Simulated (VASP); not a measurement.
# Al2Cu (R3m) in VASP: notebook

The runs below take Al2Cu through single point, with PBE.

Program: VASP 6.6.1. These are calculated values, not measurements. Logs are shortened: lines on timing, memory, paths and dates and some standing lists are left out, and cuts for length are marked.

## (1) The cell of the first run

The structure is trigonal, space group R3m (No. 160). The conventional cell has a = 4.127 Å, b = 4.127 Å, c = 9.892 Å, α = 90.00°, β = 90.00°, γ = 120.00°. Al (site symmetry 3m) has 4 Al at 2.32 to 2.58 Å and 6 Cu at 2.75 to 3.07 Å within 3.1 Å. Within 3.1 Å of Al (site symmetry 3m) lie 4 Al at 2.32 to 2.58 Å and 4 Cu at 2.41 to 2.91 Å. Within 3.2 Å of Cu (site symmetry 3m) lie 10 Al at 2.41 to 3.07 Å.

The cell was built from a structure type or drawn by symmetry, and may not be a known phase.

## (2) Single point, PBE

Contents of INCAR:

```
ALGO = Normal ; EDIFF = 1E-6
ENCUT = 520 ; GGA = PE
ISIF = 2 ; ISMEAR = 0
LASPH = True ; LCHARG = False
LREAL = False ; LWAVE = False
NBANDS = 16 ; NELM = 100
PREC = Accurate ; SIGMA = 0.1
```

Contents of KPOINTS:

```
k-points
0
Gamma
  6 6 6
```

Contents of POSCAR:

```
Al2Cu
1.0
    2.0633095300      1.1912523100      3.2974690500
   -2.0633095300      1.1912523100      3.2974690500
    0.0000000000     -2.3825046200      3.2974690500
Al Cu
2 1
Direct
    0.6725752900      0.6725752900      0.6725752900
    0.9069950100      0.9069950100      0.9069950100
    0.2009238100      0.2009238100      0.2009238100
```

Potentials or basis: VASP PAW PBE potentials, release 64 (Al, Cu).

Command:

```
$ cat potpaw_PBE.64/Al/POTCAR potpaw_PBE.64/Cu/POTCAR > POTCAR
$ mpirun -np 1 vasp_std > vasp.out
```

OUTCAR:

```text
EDIFF = 1E-6
   ENCUT = 520
   GGA = PE
   ISIF = 2
   ISMEAR = 0
   LASPH = True
   LREAL = False
   NELM = 100
   PREC = Accurate

 ion  position               nearest neighbor table
   1  0.673  0.673  0.673-   2 2.32   2 2.58   2 2.58   2 2.58   3 2.75   3 2.75   3 2.75   3 3.07
                             3 3.07   3 3.07
   2  0.907  0.907  0.907-   1 2.32   3 2.41   3 2.41   3 2.41   1 2.58   1 2.58   1 2.58   3 2.91

   3  0.201  0.201  0.201-   2 2.41   2 2.41   2 2.41   1 2.75   1 2.75   1 2.75   2 2.91   1 3.07
                             1 3.07   1 3.07

  LATTYP: Found a trigonal (rhomboedric) cell.
 ALAT       =     4.0681236975
 COS(alpha) =     0.4855176691

  Lattice vectors:

 A1 = (   2.0633095300,   1.1912523100,   3.2974690500)
 A2 = (  -2.0633095300,   1.1912523100,   3.2974690500)
 A3 = (   0.0000000000,  -2.3825046200,   3.2974690500)

Analysis of symmetry for initial positions (statically):
=====================================================================
 Subroutine PRICEL returns:
 Original cell was already a primitive cell.

 Routine SETGRP: Setting up the symmetry group for a
 trigonal (rhombohedral) supercell.

 Subroutine GETGRP returns: Found  6 space group operations
 (whereof  6 operations were pure point group operations)
 out of a pool of 12 trial point group operations.

The static configuration has the point symmetry C_3v.

Analysis of symmetry for dynamics (positions and initial velocities):
=====================================================================
 Subroutine PRICEL returns:
 Original cell was already a primitive cell.

 Routine SETGRP: Setting up the symmetry group for a
 trigonal (rhombohedral) supercell.

 Subroutine GETGRP returns: Found  6 space group operations
 (whereof  6 operations were pure point group operations)
 out of a pool of 12 trial point group operations.

The dynamic configuration has the point symmetry C_3v.

 Subroutine INISYM returns: Found  6 space group operations
 (whereof  6 operations are pure point group operations),
 and found     1 'primitive' translations

----------------------------------------------------------------------------------------

                                     Primitive cell

  volume of cell :      48.6295

  direct lattice vectors                    reciprocal lattice vectors
     2.063309530  1.191252310  3.297469050     0.242329128  0.139908788  0.101087631
    -2.063309530  1.191252310  3.297469050    -0.242329128  0.139908788  0.101087631
     0.000000000 -2.382504620  3.297469050     0.000000000 -0.279817576  0.101087631

  length of vectors
     4.068123698  4.068123698  4.068123695     0.297517368  0.297517368  0.297517369

  position of ions in fractional coordinates (direct lattice)
     0.672575290  0.672575290  0.672575290
     0.906995010  0.906995010  0.906995010
     0.200923810  0.200923810  0.200923810

  ion indices of the primitive-cell ions
   primitive index   ion index
                 1           1
                 2           2
                 3           3

----------------------------------------------------------------------------------------

 KPOINTS: k-points

Automatic generation of k-mesh.
 Grid dimensions read from file:
 generate k-points for:    6    6    6

 Generating k-lattice:

  Cartesian coordinates                     Fractional coordinates (reciprocal lattice)
     0.040388188  0.023318131  0.016847938     0.166666667  0.000000000  0.000000000
    -0.040388188  0.023318131  0.016847938     0.000000000  0.166666667  0.000000000
     0.000000000 -0.046636263  0.016847938     0.000000000  0.000000000  0.166666667

  Length of vectors
     0.049586228  0.049586228  0.049586228

  Shift w.r.t. Gamma in fractional coordinates (k-lattice)
     0.000000000  0.000000000  0.000000000

 Subroutine IBZKPT returns following result:
 ===========================================

 Found     32 irreducible k-points:

 Following reciprocal coordinates:
            Coordinates               Weight
  0.000000  0.000000  0.000000      1.000000
  0.166667  0.000000  0.000000      6.000000
  0.333333  0.000000  0.000000      6.000000
  0.500000  0.000000  0.000000      3.000000
  0.166667  0.166667  0.000000      6.000000
  0.333333  0.166667  0.000000     12.000000
[... 16 lines left out ...]
  0.500000  0.500000  0.166667      6.000000
 -0.333333  0.500000  0.166667     12.000000
 [... further k-points ...]
   k-points           NKPTS =     32   k-points in BZ     NKDIM =     32   number of bands    NBANDS=     16
   number of dos      NEDOS =    301   number of ions     NIONS =      3
   total plane-waves  NPLWV =  27000
   dimension x,y,z NGX =    30 NGY =   30 NGZ =   30
   dimension x,y,z NGXF=    60 NGYF=   60 NGZF=   60
   ions per type =               2   1
   NGX,Y,Z   is equivalent  to a cutoff of  12.26, 12.26, 12.26 a.u.
   NGXF,Y,Z  is equivalent  to a cutoff of  24.52, 24.52, 24.52 a.u.
 SYSTEM =  unknown system
   PREC   = accura    normal or accurate (medium, high low for compatibility)
   ISTART =      0    job   : 0-new  1-cont  2-samecut
   ICHARG =      2    charge: 1-file 2-atom 10-const
   ISPIN  =      1    spin polarized calculation?
   LNONCOLLINEAR =      F non collinear calculations
   LSORBIT =      F    spin-orbit coupling
   LASPH  =      T    aspherical Exc in radial PAW
   ENCUT  =  520.0 eV  38.22 Ry    6.18 a.u.   7.56  7.56  7.56*2*pi/ulx,y,z
   NELM   =    100;   NELMIN=  2; NELMDL= -5     # of ELM steps
   EDIFF  = 0.1E-05   stopping-criterion for ELM
   LREAL  =      F    real-space projection
   EDIFFG = 0.1E-04   stopping-criterion for IOM
   NSW    =      0    number of steps for IOM
   IBRION =     -1    ionic relax: 0-MD 1-quasi-New 2-CG
   NFREE  =      0    steps in history (QN), initial steepest desc. (CG)
   ISIF   =      2    stress and relaxation
   ISYM   =      2    0-nonsym 1-usesym 2-fastsym
   POTIM  = 0.5000    time-step for ionic-motion
   TEBEG  =    0.0;   TEEND  =   0.0 temperature during run
   PSTRESS=    0.0 pullay stress
   NELECT =      17.0000    total number of electrons
   NUPDOWN=      -1.0000    fix difference up-down
   EMIN   =  10.00;   EMAX   =-10.00  energy-range for DOS
   EFERMI =   0.00;   METHOD = LEGACY
   ISMEAR =     0;   SIGMA  =   0.10  broadening in eV -4-tet -1-fermi 0-gaus
   EFERMI_NEDOS =   21; number of points for ismear=-14 and -15
   IALGO  =     38    algorithm
   IMIX   =      4    mixing-type and parameters
     AMIX     =   0.40;   BMIX     =  1.00
     AMIX_MAG =   1.60;   BMIX_MAG =  1.00
  volume/ion in A,a.u.               =      16.21       109.39
  Fermi-wavevector in a.u.,A,eV,Ry     =   1.153253  2.179331 18.095633  1.329991
  Thomas-Fermi vector in A             =   2.289898
   LORBIT       =      0    0 simple, 1 ext, 2 COOP (PROOUT), +10 PAW based schemes
   GGA     = PE    functional components
   LHFCALC =     F    Hartree Fock is set to
   AEXX    =    0.0000 exact exchange contribution
   IVDW    =     0    specifies the selected vdW correction
   LEPSILON=     F    determine dielectric tensor
   LRPA    =     F    only Hartree local field effects (RPA)
 non-spin polarized calculation
 Gauss-broadening in eV      SIGMA  =   0.10
  energy-cutoff  :      520.00
  volume of cell :       48.63
 maximum number of plane-waves:      1327
   NGX = 15   NGY = 15   NGZ = 15

 number of electron      16.9999992 magnetization

 Free energy of the ion-electron system (eV)
  ---------------------------------------------------
  ext. energy  EPLUGINS =         0.00000000
  ---------------------------------------------------
  free energy    TOTEN  =       -10.39885351 eV

  energy without entropy =      -10.39053148  energy(sigma->0) =      -10.39469250

 E-fermi :   6.6743     XC(G=0): -10.3484

 val. band max:        6.6601289068   @ k =   0.3333   0.3333   0.0000
 cond. band min:       6.7091554634   @ k =  -0.1667   0.1667   0.1667
 fundamental gap:      0.0490265566
 Fermi energy:         6.6743116757

 k-point     1 :       0.0000    0.0000    0.0000
  band No.  band energies     occupation
      1      -3.4195      2.00000
      2       2.7950      2.00000
      3       2.7950      2.00000
      4       3.1890      2.00000
      5       3.2690      2.00000
      6       3.2690      2.00000
[... 8 lines left out ...]
     15      13.8644      0.00000
     16      13.8644      0.00000

 k-point     2 :       0.1667    0.0000    0.0000
  band No.  band energies     occupation
      1      -3.0645      2.00000
      2       2.6689      2.00000
      3       2.8696      2.00000
      4       3.1526      2.00000
      5       3.2090      2.00000
      6       3.2826      2.00000
[... 8 lines left out ...]
     15      13.1420      0.00000
     16      14.1708      0.00000

 k-point     3 :       0.3333    0.0000    0.0000
  band No.  band energies     occupation
      1      -2.0326      2.00000
      2       1.8575      2.00000
      3       2.9747      2.00000
      4       3.0083      2.00000
      5       3.1188      2.00000
      6       3.3640      2.00000
[... 8 lines left out ...]
     15      14.1212      0.00000
     16      15.9984      0.00000

 k-point     4 :       0.5000    0.0000    0.0000
  band No.  band energies     occupation
      1      -0.8336      2.00000
      2       0.3849      2.00000
      3       2.8706      2.00000
      4       3.0002      2.00000
      5       3.1629      2.00000
      6       3.2995      2.00000
[... 8 lines left out ...]
     15      16.5970      0.00000
     16      17.1910      0.00000
[... 324 lines left out ...]
 k-point    22 :      -0.1667    0.3333    0.1667
  band No.  band energies     occupation
      1      -1.1616      2.00000
      2       1.9886      2.00000
      3       2.5952      2.00000
      4       3.0503      2.00000
      5       3.1646      2.00000
      6       3.3426      2.00000
[... 8 lines left out ...]
     15      16.1835      0.00000
     16      17.4500      0.00000

 k-point    23 :       0.5000    0.5000    0.1667
  band No.  band energies     occupation
      1      -0.4217      2.00000
      2       1.3671      2.00000
      3       2.6567      2.00000
      4       2.9540      2.00000
      5       3.4041      2.00000
      6       3.4928      2.00000
[... 8 lines left out ...]
     15      17.0860      0.00000
     16      18.5320      0.00000

 k-point    24 :      -0.3333    0.5000    0.1667
  band No.  band energies     occupation
      1       0.4872      2.00000
      2       0.8752      2.00000
      3       2.5018      2.00000
      4       3.0222      2.00000
      5       3.2150      2.00000
      6       3.3801      2.00000
[... 8 lines left out ...]
     15      17.4987      0.00000
     16      19.0095      0.00000

 [... further k-points ...]

------------------------ aborting loop because EDIFF is reached ----------------------------------------

  FORCE on cell =-STRESS in cart. coord.  units (eV):
  Direction    XX          YY          ZZ          XY          YZ          ZX
  --------------------------------------------------------------------------------------
  -------------------------------------------------------------------------------------
  Total        1.9655141      1.9655141      4.6145547      0.0000000      0.0000000      0.0000000
  in kB       64.7569866     64.7569863    152.0338391      0.0000000      0.0000000      0.0000000
  external PRESSURE =      93.8492707 kB  Pullay stress =       0.0000000 kB

 VOLUME and BASIS-vectors are now :
 -----------------------------------------------------------------------------
  energy-cutoff  :      520.00
  volume of cell :       48.63
      direct lattice vectors                 reciprocal lattice vectors
     2.063309530  1.191252310  3.297469050     0.242329128  0.139908788  0.101087631
    -2.063309530  1.191252310  3.297469050    -0.242329128  0.139908788  0.101087631
     0.000000000 -2.382504620  3.297469050     0.000000000 -0.279817576  0.101087631

 POSITION                                       TOTAL-FORCE (eV/Angst)
 -----------------------------------------------------------------------------------
      0.00000      0.00000      6.65339         0.000000      0.000000     -1.553591
      0.00000      0.00000      8.97236         0.000000      0.000000      2.084006
      0.00000      0.00000      1.98762         0.000000     -0.000000     -0.530416
 -----------------------------------------------------------------------------------
    total drift:                                0.000000     -0.000000      0.000445

  FREE ENERGIE OF THE ION-ELECTRON SYSTEM (eV)
  ---------------------------------------------------
  free  energy   TOTEN  =       -10.3988535063 eV

  energy  without entropy=      -10.3905314846  energy(sigma->0) =      -10.39469250
```

Run time: 17 s. Hardware: 1 thread of Intel Xeon Platinum 8488C (Sapphire Rapids), shared host; peak memory 0.17 GiB.

Results:

```yaml
Free_energy: -10.3989 eV
Pressure: 9.4 GPa
Largest_force: 2.084 eV/Å
Band_gap_on_the_k_mesh: zero (an odd number of electrons rules out a gap without spin polarisation)
```

Forces on the atoms (eV/Å):
```
Al   0.000  0.000 -1.554
Al   0.000  0.000  2.084
Cu   0.000  0.000 -0.530
```

Stress tensor (GPa, compression positive):
```
 6.48  0.00  0.00
 0.00  6.48  0.00
 0.00  0.00 15.20
```

Caveat: the cell stands under pressure; forces of over 1 eV/Å act on the atoms, so gaps and moduli don't describe the material at rest.

[end of part 1 of 2]
